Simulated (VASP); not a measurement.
Wanted: the native input for a VASP 6.6.1 run.

* Task: single point
* Functional: LDA
* Potentials or basis: VASP PAW LDA potentials, release 64 (Sn_d, O)
* Cutoff: 520 eV
* k mesh: 6 × 6 × 8
* Occupations: gaussian, width 0.05 eV
* Spin: no spin polarisation
* Dipole correction: no
* Further INCAR settings: ALGO = Normal; EDIFF = 1e-06; NBANDS = 35

The structure of SnO2 lies in POSCAR:

```
SnO2
1.0
    4.7212714757      0.0000000000      0.0000000000
    0.0000000000      4.7242464866      0.0000000000
    0.0000000000      0.0000000000      3.1900194031
Sn O
2 4
Direct
    0.5000000000      0.5132296230      0.5000000000
    0.0000000000      0.0000000000      0.0000000000
    0.3055669669      0.3065721211      0.0000000000
    0.8055669669      0.1934278789      0.5000000000
    0.1944330331      0.8065721211      0.5000000000
    0.6944330331      0.6934278789      0.0000000000
```

This cell differs from its parent crystal: atom 1 (Sn) moved +0.062 Å along Cartesian [0 1 0].

The input as run:

INCAR

```
ALGO = Normal ; EDIFF = 1E-6
ENCUT = 520 ; GGA = CA
ISIF = 2 ; ISMEAR = 0
LASPH = T ; LCHARG = F
LREAL = F ; LWAVE = F
NBANDS = 35 ; NELM = 80
PREC = Accurate ; SIGMA = 0.05
```

KPOINTS

```
k-points
0
Gamma
  6 6 8
```

Potentials or basis: VASP PAW LDA potentials, release 64 (Sn_d, O).

Launch:

```sh
$ cat potpaw_LDA.64/Sn_d/POTCAR potpaw_LDA.64/O/POTCAR > POTCAR
$ mpirun -np 1 vasp_std > vasp.out
```

It gave:

| Item | Value |
| --- | --- |
| Pressure | 1.3 GPa |
| Largest force | 1.539 eV/Å |
| Band gap on the k mesh | 1.15 eV |

Caveat: the cell differs from its parent crystal (atom 1 (Sn) moved +0.062 Å along Cartesian [0 1 0]); spin-orbit coupling is left out, which moves the levels of the heavy elements; forces of over 1 eV/Å act on the atoms, so gaps and moduli don't describe the material at rest.

Run time: 100 s on 1 thread of Intel(R) Xeon(R) Platinum 8488C (Sapphire Rapids) (shared host), peak memory 0.29 GiB.
